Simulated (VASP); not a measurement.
# Mo (P6_3/mmc) in VASP: a series of runs

Mo is run at these levels: PBEsol; tasks: single point.

Program: VASP 6.6.1. These are calculated values, not measurements. Logs are shortened: lines on timing, memory, paths and dates and some standing lists are left out, and cuts for length are marked.

## Step 1: The cell of the first run

It takes space group P6_3/mmc (No. 194, hexagonal). The conventional cell has a = 3.074 Å, b = 3.074 Å, c = 8.373 Å, α = 90.00°, β = 90.00°, γ = 120.00°. Mo (site symmetry -6m2) has 3 Mo at 1.77 Å within 2.4 Å. Mo (site symmetry -6m2) has 3 Mo at 1.77 Å within 2.4 Å.

This isn't the form of Mo at room conditions, which is bcc.

## Step 2: Single point, PBEsol

Contents of INCAR:

```
SYSTEM = Mo
ALGO = Normal
EDIFF = 1E-6
ENCUT = 520
GGA = PS
ISIF = 2
ISMEAR = 0
LASPH = .True.
LCHARG = .False.
LREAL = .False.
LWAVE = .False.
NBANDS = 36
NELM = 100
PREC = Accurate
SIGMA = 0.1
```

Contents of KPOINTS:

```
k-points
0
Gamma
  6 6 2
  0 0 0
```

Contents of POSCAR:

```
Mo
1.0
    3.0741308070      0.0000000000      0.0000000000
   -1.5370654035      2.6622753734      0.0000000000
    0.0000000000      0.0000000000      8.3726326858
Mo
4
Direct
    0.0000000000      0.0000000000      0.2500000000
    0.0000000000      0.0000000000      0.7500000000
    0.3333333333      0.6666666667      0.7500000000
    0.6666666667      0.3333333333      0.2500000000
```

Potentials or basis: VASP PAW PBE potentials, release 64 (Mo_sv).

Command:

```
cat potpaw_PBE.64/Mo_sv/POTCAR > POTCAR
mpirun -np 1 vasp_std > vasp.out
```

OUTCAR:

```text
SYSTEM = Mo
   EDIFF = 1E-6
   ENCUT = 520
   GGA = PS
   ISIF = 2
   ISMEAR = 0
   LASPH = .True.
   LREAL = .False.
   NELM = 100
   PREC = Accurate

 ion  position               nearest neighbor table
   1  0.000  0.000  0.250-   4 1.77   4 1.77   4 1.77
   2  0.000  0.000  0.750-   3 1.77   3 1.77   3 1.77
   3  0.333  0.667  0.750-   2 1.77   2 1.77   2 1.77
   4  0.667  0.333  0.250-   1 1.77   1 1.77   1 1.77

  LATTYP: Found a hexagonal cell.
 ALAT       =     3.0741308070
 C/A-ratio  =     2.7235772358

  Lattice vectors:

 A1 = (   3.0741308070,   0.0000000000,   0.0000000000)
 A2 = (  -1.5370654035,   2.6622753734,   0.0000000000)
 A3 = (   0.0000000000,   0.0000000000,   8.3726326858)

Analysis of symmetry for initial positions (statically):
=====================================================================
 Subroutine PRICEL returns:
 Original cell was already a primitive cell.

 Routine SETGRP: Setting up the symmetry group for a
 hexagonal supercell.

 Subroutine GETGRP returns: Found 24 space group operations
 (whereof 12 operations were pure point group operations)
 out of a pool of 24 trial point group operations.

The static configuration has the point symmetry D_3d.
 The point group associated with its full space group is D_6h.

Analysis of symmetry for dynamics (positions and initial velocities):
=====================================================================
 Subroutine PRICEL returns:
 Original cell was already a primitive cell.

 Routine SETGRP: Setting up the symmetry group for a
 hexagonal supercell.

 Subroutine GETGRP returns: Found 24 space group operations
 (whereof 12 operations were pure point group operations)
 out of a pool of 24 trial point group operations.

The dynamic configuration has the point symmetry D_3d.
 The point group associated with its full space group is D_6h.

 Subroutine INISYM returns: Found 24 space group operations
 (whereof 12 operations are pure point group operations),
 and found     1 'primitive' translations

----------------------------------------------------------------------------------------

                                     Primitive cell

  volume of cell :      68.5232

  direct lattice vectors                    reciprocal lattice vectors
     3.074130807  0.000000000  0.000000000     0.325295201  0.187809272  0.000000000
    -1.537065403  2.662275373  0.000000000     0.000000000  0.375618544  0.000000000
     0.000000000  0.000000000  8.372632686     0.000000000  0.000000000  0.119436746

  length of vectors
     3.074130807  3.074130807  8.372632686     0.375618544  0.375618544  0.119436746

  position of ions in fractional coordinates (direct lattice)
     0.000000000  0.000000000  0.250000000
     0.000000000  0.000000000  0.750000000
     0.333333333  0.666666667  0.750000000
     0.666666667  0.333333333  0.250000000

  ion indices of the primitive-cell ions
   primitive index   ion index
                 1           1
                 2           2
                 3           3
                 4           4

----------------------------------------------------------------------------------------

 KPOINTS: k-points

Automatic generation of k-mesh.
 Grid dimensions read from file:
 generate k-points for:    6    6    2

 Generating k-lattice:

  Cartesian coordinates                     Fractional coordinates (reciprocal lattice)
     0.054215867  0.031301545  0.000000000     0.166666667  0.000000000  0.000000000
     0.000000000  0.062603091  0.000000000     0.000000000  0.166666667  0.000000000
     0.000000000  0.000000000  0.059718373     0.000000000  0.000000000  0.500000000

  Length of vectors
     0.062603091  0.062603091  0.059718373

  Shift w.r.t. Gamma in fractional coordinates (k-lattice)
     0.000000000  0.000000000  0.000000000

 Subroutine IBZKPT returns following result:
 ===========================================

 Found     14 irreducible k-points:

 Following reciprocal coordinates:
            Coordinates               Weight
  0.000000  0.000000  0.000000      1.000000
  0.166667 -0.000000  0.000000      6.000000
  0.333333 -0.000000  0.000000      6.000000
  0.500000 -0.000000  0.000000      3.000000
  0.166667  0.166667  0.000000      6.000000
  0.333333  0.166667  0.000000     12.000000
  0.333333  0.333333  0.000000      2.000000
  0.000000  0.000000  0.500000      1.000000
  0.166667 -0.000000  0.500000      6.000000
  0.333333 -0.000000  0.500000      6.000000
  0.500000 -0.000000  0.500000      3.000000
  0.166667  0.166667  0.500000      6.000000
  0.333333  0.166667  0.500000     12.000000
  0.333333  0.333333  0.500000      2.000000
   k-points           NKPTS =     14   k-points in BZ     NKDIM =     14   number of bands    NBANDS=     36
   number of dos      NEDOS =    301   number of ions     NIONS =      4
   total plane-waves  NPLWV =  36864
   dimension x,y,z NGX =    24 NGY =   24 NGZ =   64
   dimension x,y,z NGXF=    48 NGYF=   48 NGZF=  128
   ions per type =               4
   NGX,Y,Z   is equivalent  to a cutoff of  12.98, 12.98, 12.71 a.u.
   NGXF,Y,Z  is equivalent  to a cutoff of  25.96, 25.96, 25.42 a.u.
 SYSTEM =  Mo
   PREC   = accura    normal or accurate (medium, high low for compatibility)
   ISTART =      0    job   : 0-new  1-cont  2-samecut
   ICHARG =      2    charge: 1-file 2-atom 10-const
   ISPIN  =      1    spin polarized calculation?
   LNONCOLLINEAR =      F non collinear calculations
   LSORBIT =      F    spin-orbit coupling
   LASPH  =      T    aspherical Exc in radial PAW
   ENCUT  =  520.0 eV  38.22 Ry    6.18 a.u.   5.72  5.72 15.57*2*pi/ulx,y,z
   NELM   =    100;   NELMIN=  2; NELMDL= -5     # of ELM steps
   EDIFF  = 0.1E-05   stopping-criterion for ELM
   LREAL  =      F    real-space projection
   EDIFFG = 0.1E-04   stopping-criterion for IOM
   NSW    =      0    number of steps for IOM
   IBRION =     -1    ionic relax: 0-MD 1-quasi-New 2-CG
   NFREE  =      0    steps in history (QN), initial steepest desc. (CG)
   ISIF   =      2    stress and relaxation
   ISYM   =      2    0-nonsym 1-usesym 2-fastsym
   POTIM  = 0.5000    time-step for ionic-motion
   TEBEG  =    0.0;   TEEND  =   0.0 temperature during run
   PSTRESS=    0.0 pullay stress
   NELECT =      56.0000    total number of electrons
   NUPDOWN=      -1.0000    fix difference up-down
   EMIN   =  10.00;   EMAX   =-10.00  energy-range for DOS
   EFERMI =   0.00;   METHOD = LEGACY
   ISMEAR =     0;   SIGMA  =   0.10  broadening in eV -4-tet -1-fermi 0-gaus
   EFERMI_NEDOS =   21; number of points for ismear=-14 and -15
   IALGO  =     38    algorithm
   IMIX   =      4    mixing-type and parameters
     AMIX     =   0.40;   BMIX     =  1.00
     AMIX_MAG =   1.60;   BMIX_MAG =  1.00
  volume/ion in A,a.u.               =      17.13       115.60
  Fermi-wavevector in a.u.,A,eV,Ry     =   1.530588  2.892392 31.874376  2.342701
  Thomas-Fermi vector in A             =   2.638050
   LORBIT       =      0    0 simple, 1 ext, 2 COOP (PROOUT), +10 PAW based schemes
   GGA     = PS    functional components
   LHFCALC =     F    Hartree Fock is set to
   AEXX    =    0.0000 exact exchange contribution
   IVDW    =     0    specifies the selected vdW correction
   LEPSILON=     F    determine dielectric tensor
   LRPA    =     F    only Hartree local field effects (RPA)
 non-spin polarized calculation
 Gauss-broadening in eV      SIGMA  =   0.10
  energy-cutoff  :      520.00
  volume of cell :       68.52
 maximum number of plane-waves:      1862
 NGX is ok and might be reduce to    24
   NGX = 11   NGY = 11   NGZ = 31

 number of electron      55.9999997 magnetization

 Free energy of the ion-electron system (eV)
  ---------------------------------------------------
  ext. energy  EPLUGINS =         0.00000000
  ---------------------------------------------------
  free energy    TOTEN  =        -2.22551250 eV

  energy without entropy =       -2.19320512  energy(sigma->0) =       -2.20935881

 E-fermi :  10.8774     XC(G=0): -11.8459

 val. band max:       10.8032726348   @ k =   0.3333   0.3333   0.0000
 cond. band min:      10.8841900366   @ k =   0.3333   0.3333   0.5000
 fundamental gap:      0.0809174018
 Fermi energy:        10.8774059206

 k-point     1 :       0.0000    0.0000    0.0000
  band No.  band energies     occupation
      1     -55.5349      2.00000
      2     -55.5346      2.00000
      3     -47.4549      2.00000
      4     -47.4548      2.00000
      5     -32.2194      2.00000
      6     -32.2194      2.00000
[... 28 lines left out ...]
     35      14.1805      0.00000
     36      14.1807      0.00000

 k-point     2 :       0.1667   -0.0000    0.0000
  band No.  band energies     occupation
      1     -55.2038      2.00000
      2     -55.2035      2.00000
      3     -48.2307      2.00000
      4     -48.2306      2.00000
      5     -32.4671      2.00000
      6     -32.4669      2.00000
[... 28 lines left out ...]
     35      15.1434      0.00000
     36      16.2023      0.00000

 k-point     3 :       0.3333   -0.0000    0.0000
  band No.  band energies     occupation
      1     -54.2997      2.00000
      2     -54.2996      2.00000
      3     -49.9101      2.00000
      4     -49.9100      2.00000
      5     -32.9069      2.00000
      6     -32.9066      2.00000
[... 28 lines left out ...]
     35      17.0007      0.00000
     36      17.0421      0.00000
[... 352 lines left out ...]
 k-point    13 :       0.3333    0.1667    0.5000
  band No.  band energies     occupation
      1     -53.5182      2.00000
      2     -53.5182      2.00000
      3     -51.0309      2.00000
      4     -51.0309      2.00000
      5     -33.3657      2.00000
      6     -33.3657      2.00000
[... 28 lines left out ...]
     35      17.8185      0.00000
     36      17.8185      0.00000

 k-point    14 :       0.3333    0.3333    0.5000
  band No.  band energies     occupation
      1     -52.3636      2.00000
      2     -52.3636      2.00000
      3     -52.3431      2.00000
      4     -52.3431      2.00000
      5     -33.6732      2.00000
      6     -33.6732      2.00000
[... 28 lines left out ...]
     35      17.9983      0.00000
     36      18.0402      0.00000

------------------------ aborting loop because EDIFF is reached ----------------------------------------

  FORCE on cell =-STRESS in cart. coord.  units (eV):
  Direction    XX          YY          ZZ          XY          YZ          ZX
  --------------------------------------------------------------------------------------
  -------------------------------------------------------------------------------------
  Total      168.6802752    168.6802752     -5.1272038      0.0000000      0.0000000     -0.0000000
  in kB     3944.0056334   3944.0056333   -119.8819528      0.0000000      0.0000000     -0.0000000
  external PRESSURE =    2589.3764380 kB  Pullay stress =       0.0000000 kB

 VOLUME and BASIS-vectors are now :
 -----------------------------------------------------------------------------
  energy-cutoff  :      520.00
  volume of cell :       68.52
      direct lattice vectors                 reciprocal lattice vectors
     3.074130807  0.000000000  0.000000000     0.325295201  0.187809272  0.000000000
    -1.537065403  2.662275373  0.000000000     0.000000000  0.375618544  0.000000000
     0.000000000  0.000000000  8.372632686     0.000000000  0.000000000  0.119436746

 POSITION                                       TOTAL-FORCE (eV/Angst)
 -----------------------------------------------------------------------------------
      0.00000      0.00000      2.09316        -0.000000      0.000000      0.000000
      0.00000      0.00000      6.27947         0.000000      0.000000     -0.000000
     -0.00000      1.77485      6.27947         0.000000      0.000000     -0.000000
      1.53707      0.88743      2.09316        -0.000000      0.000000     -0.000000
 -----------------------------------------------------------------------------------
    total drift:                                0.000000     -0.000000     -0.000000

  FREE ENERGIE OF THE ION-ELECTRON SYSTEM (eV)
  ---------------------------------------------------
  free  energy   TOTEN  =        -2.2255125006 eV

  energy  without entropy=       -2.1932051151  energy(sigma->0) =       -2.20935881
```

Wall time 52 s (1 thread of Intel Xeon 8259CL, shared host); peak memory 0.19 GiB.

What came out:

```yaml
Free_energy: -2.2255 eV
Pressure: 258.9 GPa
Band_gap_on_the_k_mesh: zero (bands 28 and 29 overlap by 2.74 eV)
```

Stress tensor (GPa, compression positive):
```
394.40   0.00   0.00
  0.00 394.40   0.00
  0.00   0.00 -11.99
```

Levels at points of the mesh, in eV from the Fermi level:
| k point | band 25 | band 26 | band 27 | band 28 | band 29 | band 30 | band 31 | band 32 |
| --- | --- | --- | --- | --- | --- | --- | --- | --- |
| (0.00, 0.00, 0.00) | -2.40 | 0.26 | 0.26 | 0.27 | 0.27 | 2.60 | 2.60 | 2.68 |
| (0.50, 0.00, 0.00) | -3.63 | -3.04 | 0.10 | 0.63 | 1.04 | 1.71 | 3.17 | 3.27 |
| (0.00, 0.00, 0.50) | 0.27 | 0.27 | 0.27 | 0.27 | 0.45 | 0.45 | 2.64 | 2.64 |
| (0.50, 0.00, 0.50) | -3.26 | -3.26 | 0.02 | 0.02 | 1.66 | 1.66 | 3.48 | 3.48 |

Caveat: the k points lie up to 0.39 Å⁻¹ apart, too coarse for converged energies and pressures of a metal; atoms lie so close that the PAW spheres overlap strongly, which falsifies energies and pressures; the PAW data sets were made with another functional, which shifts forces and pressure a little.

[end of part 1 of 2]
